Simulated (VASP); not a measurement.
# Ir (Im-3m) in VASP: notebook

The runs below take Ir through single point, with PBE.

All numbers are computed with VASP 6.6.1; they aren't measurements. Logs are shortened: lines on timing, memory, paths and dates and some standing lists are left out, and cuts for length are marked.

**1. The cell of the first run**

Symmetry: Im-3m, No. 229, cubic system. Conventional cell: a = 3.111 Å, b = 3.111 Å, c = 3.111 Å, α = 90.00°, β = 90.00°, γ = 90.00°. Ir (site symmetry m-3m) has 14 Ir at 2.69 to 3.11 Å within 3.6 Å.

**2. Single point, PBE**

The input, INCAR:

```
PREC     = Accurate       # precision mode
ENCUT    = 500            # plane-wave cutoff, eV
EDIFF    = 1E-6           # SCF threshold, eV
ISMEAR   = 0              # smearing method
SIGMA    = 0.05           # smearing width, eV
LREAL    = F              # projectors in reciprocal space
LASPH    = T              # aspherical terms in the spheres
NELM     = 120            # most SCF steps
ALGO     = Normal         # electronic algorithm
ISIF     = 2              # what is computed and relaxed
LWAVE    = F              # write WAVECAR
LCHARG   = F              # write CHGCAR
GGA      = PE             # functional
NBANDS   = 10             # bands
GGA_COMPAT= F
```

The input, KPOINTS:

```
Automatic mesh
0
Gamma
  10 10 10
```

The input, POSCAR:

```
Ir
1.0
   -1.5555326952      1.5555326952      1.5555326952
    1.5555326952     -1.5555326952      1.5555326952
    1.5555326952      1.5555326952     -1.5555326952
Ir
1
Direct
    0.0000000000      0.0000000000      0.0000000000
```

Potentials or basis: VASP PAW PBE potentials, release 64 (Ir).

Run with:

```console
> cat potpaw_PBE.64/Ir/POTCAR > POTCAR
> mpirun -np 1 vasp_std > vasp.out
```

OUTCAR:

```text
PREC = Accurate
   ENCUT = 500
   EDIFF = 1E-6
   ISMEAR = 0
   LREAL = F
   LASPH = T
   NELM = 120
   ISIF = 2
   GGA = PE

 ion  position               nearest neighbor table
   1  0.000  0.000  0.000-

  LATTYP: Found a body centered cubic cell.
 ALAT       =     3.1110653904

  Lattice vectors:

 A1 = (  -1.5555326952,   1.5555326952,   1.5555326952)
 A2 = (   1.5555326952,  -1.5555326952,   1.5555326952)
 A3 = (   1.5555326952,   1.5555326952,  -1.5555326952)

Analysis of symmetry for initial positions (statically):
=====================================================================
 Subroutine PRICEL returns:
 Original cell was already a primitive cell.

 Routine SETGRP: Setting up the symmetry group for a
 body centered cubic supercell.

 Subroutine GETGRP returns: Found 48 space group operations
 (whereof 48 operations were pure point group operations)
 out of a pool of 48 trial point group operations.

The static configuration has the point symmetry O_h .

Analysis of symmetry for dynamics (positions and initial velocities):
=====================================================================
 Subroutine PRICEL returns:
 Original cell was already a primitive cell.

 Routine SETGRP: Setting up the symmetry group for a
 body centered cubic supercell.

 Subroutine GETGRP returns: Found 48 space group operations
 (whereof 48 operations were pure point group operations)
 out of a pool of 48 trial point group operations.

The dynamic configuration has the point symmetry O_h .

 Subroutine INISYM returns: Found 48 space group operations
 (whereof 48 operations are pure point group operations),
 and found     1 'primitive' translations

----------------------------------------------------------------------------------------

                                     Primitive cell

  volume of cell :      15.0556

  direct lattice vectors                    reciprocal lattice vectors
    -1.555532695  1.555532695  1.555532695     0.000000000  0.321433295  0.321433295
     1.555532695 -1.555532695  1.555532695     0.321433295  0.000000000  0.321433295
     1.555532695  1.555532695 -1.555532695     0.321433295  0.321433295  0.000000000

  length of vectors
     2.694261661  2.694261661  2.694261661     0.454575325  0.454575325  0.454575325

  position of ions in fractional coordinates (direct lattice)
     0.000000000  0.000000000  0.000000000

  ion indices of the primitive-cell ions
   primitive index   ion index
                 1           1

----------------------------------------------------------------------------------------

 KPOINTS: Automatic mesh

Automatic generation of k-mesh.
 Grid dimensions read from file:
 generate k-points for:   10   10   10

 Generating k-lattice:

  Cartesian coordinates                     Fractional coordinates (reciprocal lattice)
     0.000000000  0.032143330  0.032143330     0.100000000  0.000000000  0.000000000
     0.032143330  0.000000000  0.032143330     0.000000000  0.100000000  0.000000000
     0.032143330  0.032143330  0.000000000     0.000000000  0.000000000  0.100000000

  Length of vectors
     0.045457533  0.045457533  0.045457533

  Shift w.r.t. Gamma in fractional coordinates (k-lattice)
     0.000000000  0.000000000  0.000000000

 Subroutine IBZKPT returns following result:
 ===========================================

 Found     47 irreducible k-points:

 Following reciprocal coordinates:
            Coordinates               Weight
  0.000000  0.000000  0.000000      1.000000
  0.100000  0.000000  0.000000     12.000000
  0.200000  0.000000  0.000000     12.000000
  0.300000  0.000000  0.000000     12.000000
  0.400000  0.000000  0.000000     12.000000
  0.500000  0.000000  0.000000      6.000000
[... 16 lines left out ...]
  0.300000  0.300000  0.100000      8.000000
 -0.300000  0.300000  0.100000     24.000000
 [... further k-points ...]
   k-points           NKPTS =     47   k-points in BZ     NKDIM =     47   number of bands    NBANDS=     10
   number of dos      NEDOS =    301   number of ions     NIONS =      1
   total plane-waves  NPLWV =   8000
   dimension x,y,z NGX =    20 NGY =   20 NGZ =   20
   dimension x,y,z NGXF=    40 NGYF=   40 NGZF=   40
   ions per type =               1
   NGX,Y,Z   is equivalent  to a cutoff of  12.34, 12.34, 12.34 a.u.
   NGXF,Y,Z  is equivalent  to a cutoff of  24.68, 24.68, 24.68 a.u.
 SYSTEM =  unknown system
   PREC   = accura    normal or accurate (medium, high low for compatibility)
   ISTART =      0    job   : 0-new  1-cont  2-samecut
   ICHARG =      2    charge: 1-file 2-atom 10-const
   ISPIN  =      1    spin polarized calculation?
   LNONCOLLINEAR =      F non collinear calculations
   LSORBIT =      F    spin-orbit coupling
   LASPH  =      T    aspherical Exc in radial PAW
   ENCUT  =  500.0 eV  36.75 Ry    6.06 a.u.   4.91  4.91  4.91*2*pi/ulx,y,z
   NELM   =    120;   NELMIN=  2; NELMDL= -5     # of ELM steps
   EDIFF  = 0.1E-05   stopping-criterion for ELM
   LREAL  =      F    real-space projection
   EDIFFG = 0.1E-04   stopping-criterion for IOM
   NSW    =      0    number of steps for IOM
   IBRION =     -1    ionic relax: 0-MD 1-quasi-New 2-CG
   NFREE  =      0    steps in history (QN), initial steepest desc. (CG)
   ISIF   =      2    stress and relaxation
   ISYM   =      2    0-nonsym 1-usesym 2-fastsym
   POTIM  = 0.5000    time-step for ionic-motion
   TEBEG  =    0.0;   TEEND  =   0.0 temperature during run
   PSTRESS=    0.0 pullay stress
   NELECT =       9.0000    total number of electrons
   NUPDOWN=      -1.0000    fix difference up-down
   EMIN   =  10.00;   EMAX   =-10.00  energy-range for DOS
   EFERMI =   0.00;   METHOD = LEGACY
   ISMEAR =     0;   SIGMA  =   0.05  broadening in eV -4-tet -1-fermi 0-gaus
   EFERMI_NEDOS =   21; number of points for ismear=-14 and -15
   IALGO  =     38    algorithm
   IMIX   =      4    mixing-type and parameters
     AMIX     =   0.40;   BMIX     =  1.00
     AMIX_MAG =   1.60;   BMIX_MAG =  1.00
  volume/ion in A,a.u.               =      15.06       101.60
  Fermi-wavevector in a.u.,A,eV,Ry     =   1.379081  2.606086 25.876446  1.901865
  Thomas-Fermi vector in A             =   2.504084
   LORBIT       =      0    0 simple, 1 ext, 2 COOP (PROOUT), +10 PAW based schemes
   GGA     = PE    functional components
   LHFCALC =     F    Hartree Fock is set to
   AEXX    =    0.0000 exact exchange contribution
   IVDW    =     0    specifies the selected vdW correction
   LEPSILON=     F    determine dielectric tensor
   LRPA    =     F    only Hartree local field effects (RPA)
 non-spin polarized calculation
 Gauss-broadening in eV      SIGMA  =   0.05
  energy-cutoff  :      500.00
  volume of cell :       15.06
 maximum number of plane-waves:       394
   NGX =  9   NGY =  9   NGZ =  9

 number of electron       9.0000002 magnetization

 Free energy of the ion-electron system (eV)
  ---------------------------------------------------
  ext. energy  EPLUGINS =         0.00000000
  ---------------------------------------------------
  free energy    TOTEN  =        -8.22279771 eV

  energy without entropy =       -8.21797354  energy(sigma->0) =       -8.22038562

 E-fermi :   9.1440     XC(G=0): -13.5996

 val. band max:        9.1410346919   @ k =   0.5000   0.0000   0.0000
 cond. band min:       9.1524758714   @ k =  -0.2000   0.2000   0.1000
 fundamental gap:      0.0114411795
 Fermi energy:         9.1440098545

 k-point     1 :       0.0000    0.0000    0.0000
  band No.  band energies     occupation
      1      -1.0919      2.00000
      2       5.7400      2.00000
      3       5.7400      2.00000
      4       5.7400      2.00000
      5       8.6458      2.00000
      6       8.6458      2.00000
      7      26.0700      0.00000
      8      26.0700      0.00000
      9      26.0700      0.00000
     10      36.5537      0.00000

 k-point     2 :       0.1000    0.0000    0.0000
  band No.  band energies     occupation
      1      -0.6569      2.00000
      2       5.5465      2.00000
      3       5.7224      2.00000
      4       6.1222      2.00000
      5       8.4035      2.00000
      6       8.6607      2.00000
      7      26.2752      0.00000
      8      26.5305      0.00000
      9      26.7455      0.00000
     10      33.6465      0.00000

 k-point     3 :       0.2000    0.0000    0.0000
  band No.  band energies     occupation
      1       0.4951      2.00000
      2       5.0734      2.00000
      3       5.6223      2.00000
      4       7.2145      2.00000
      5       8.1201      2.00000
      6       8.7258      2.00000
      7      25.9673      0.00000
      8      26.0278      0.00000
      9      28.6129      0.00000
     10      32.2043      0.00000

 k-point     4 :       0.3000    0.0000    0.0000
  band No.  band energies     occupation
      1       1.6905      2.00000
      2       4.5435      2.00000
      3       5.9404      2.00000
      4       8.2540      2.00000
      5       8.8230      2.00000
      6       8.8631      2.00000
      7      22.5712      0.00000
      8      24.3073      0.00000
      9      30.2058      0.00000
     10      31.2432      0.00000

 k-point     5 :       0.4000    0.0000    0.0000
  band No.  band energies     occupation
      1       2.0364      2.00000
      2       4.1505      2.00000
      3       7.5299      2.00000
      4       8.6114      2.00000
      5       9.0272      1.99905
      6      10.4814      0.00000
      7      18.7276      0.00000
      8      22.7687      0.00000
      9      27.0253      0.00000
     10      33.8732      0.00000

 k-point     6 :       0.5000    0.0000    0.0000
  band No.  band energies     occupation
      1       2.0127      2.00000
      2       4.0076      2.00000
      3       8.4683      2.00000
      4       9.1045      1.73563
      5       9.1410      1.06706
      6      11.2640      0.00000
      7      16.7481      0.00000
      8      22.1869      0.00000
      9      25.7094      0.00000
     10      33.7458      0.00000
[... 183 lines left out ...]
 k-point    21 :       0.3000    0.2000    0.1000
  band No.  band energies     occupation
      1       3.5073      2.00000
      2       4.2901      2.00000
      3       5.8051      2.00000
      4       8.8689      2.00000
      5       9.1554      0.74800
      6      14.8072      0.00000
      7      16.4440      0.00000
      8      20.7434      0.00000
      9      23.0614      0.00000
     10      33.0434      0.00000

 k-point    22 :      -0.2000    0.2000    0.1000
  band No.  band energies     occupation
      1       0.8990      2.00000
      2       5.4183      2.00000
      3       5.7069      2.00000
      4       7.1035      2.00000
      5       7.2955      2.00000
      6       9.1525      0.81075
      7      25.9967      0.00000
      8      26.4849      0.00000
      9      28.8297      0.00000
     10      29.9566      0.00000

 k-point    23 :       0.3000    0.3000    0.1000
  band No.  band energies     occupation
      1       3.6484      2.00000
      2       5.1029      2.00000
      3       5.1029      2.00000
      4       9.0820      1.92068
      5       9.0820      1.92068
      6      14.9668      0.00000
      7      18.0365      0.00000
      8      18.0365      0.00000
      9      23.1837      0.00000
     10      34.0556      0.00000

 k-point    24 :      -0.3000    0.3000    0.1000
  band No.  band energies     occupation
      1       2.0866      2.00000
      2       4.9222      2.00000
      3       5.6404      2.00000
      4       7.6256      2.00000
      5       8.7178      2.00000
      6       9.3353      0.00000
      7      22.5079      0.00000
      8      25.1333      0.00000
      9      28.7302      0.00000
     10      31.6702      0.00000

 [... further k-points ...]
[... 5 lines left out ...]
  --------------------------------------------------------------------------------------
  -------------------------------------------------------------------------------------
  Total        0.0108737      0.0108737      0.0108737      0.0000000      0.0000000     -0.0000000
  in kB        1.1571563      1.1571563      1.1571563      0.0000000      0.0000000     -0.0000000
  external PRESSURE =       1.1571563 kB  Pullay stress =       0.0000000 kB

 VOLUME and BASIS-vectors are now :
 -----------------------------------------------------------------------------
  energy-cutoff  :      500.00
  volume of cell :       15.06
      direct lattice vectors                 reciprocal lattice vectors
    -1.555532695  1.555532695  1.555532695     0.000000000  0.321433295  0.321433295
     1.555532695 -1.555532695  1.555532695     0.321433295  0.000000000  0.321433295
     1.555532695  1.555532695 -1.555532695     0.321433295  0.321433295  0.000000000

 POSITION                                       TOTAL-FORCE (eV/Angst)
 -----------------------------------------------------------------------------------
      0.00000      0.00000      0.00000         0.000000     -0.000000     -0.000000
 -----------------------------------------------------------------------------------
    total drift:                                0.000000     -0.000000      0.000000

  FREE ENERGIE OF THE ION-ELECTRON SYSTEM (eV)
  ---------------------------------------------------
  free  energy   TOTEN  =        -8.2227977056 eV

  energy  without entropy=       -8.2179735362  energy(sigma->0) =       -8.22038562
```

Run time: 5.1 s. Hardware: 1 thread of Intel Xeon 6975P-C, shared host; peak memory 0.13 GiB.

What came out:

- Free energy: -8.2228 eV
- Pressure: 0.1 GPa

Caveat: spin-orbit coupling is left out, which moves the levels of the heavy elements.

**3. Single point, PBE**

This run uses another cell than the first one, of 15.85 Å³/atom, 1.053 times its volume.

The input, INCAR:

```
ALGO = Normal
EDIFF = 1E-6
ENCUT = 500
GGA = PE
GGA_COMPAT = False
ISIF = 2
ISMEAR = 0
LASPH = True
LCHARG = False
LREAL = False
LWAVE = False
NBANDS = 10
NELM = 120
PREC = Accurate
SIGMA = 0.05
```

The input, KPOINTS:

```
k-points
0
Gamma
  10 10 10
```

The input, POSCAR:

```
Ir
1.0
   -1.5825744495      1.5825744495      1.5825744495
    1.5825744495     -1.5825744495      1.5825744495
    1.5825744495      1.5825744495     -1.5825744495
Ir
1
Direct
    0.0000000000      0.0000000000      0.0000000000
```

Potentials or basis: VASP PAW PBE potentials, release 64 (Ir).

Run with:

```console
> cat potpaw_PBE.64/Ir/POTCAR > POTCAR
> mpirun -np 1 vasp_std > vasp.out
```

Run time: 4.5 s. Hardware: 1 thread of Intel Xeon 6975P-C, shared host; peak memory 0.13 GiB.

The run converged. Its results:

| Property | Result |
| --- | --- |
| Free energy | -8.1874 eV |
| Pressure | -13.8 GPa |

Levels at points of the mesh, in eV from the Fermi level:
```tsv
k point	band 1	band 2	band 3	band 4	band 5	band 6	band 7	band 8	band 9
(0.00, 0.00, 0.00)	-9.73	-3.15	-3.15	-3.15	-0.44	-0.44	16.88	16.88	16.88
(0.50, 0.00, 0.00)	-6.64	-4.74	-0.62	-0.04	0.10	1.94	7.07	12.99	16.03
(0.50, 0.50, 0.50)	-6.13	-6.13	1.33	1.33	1.33	7.61	7.61	7.61	13.33
```

Caveat: spin-orbit coupling is left out, which moves the levels of the heavy elements.
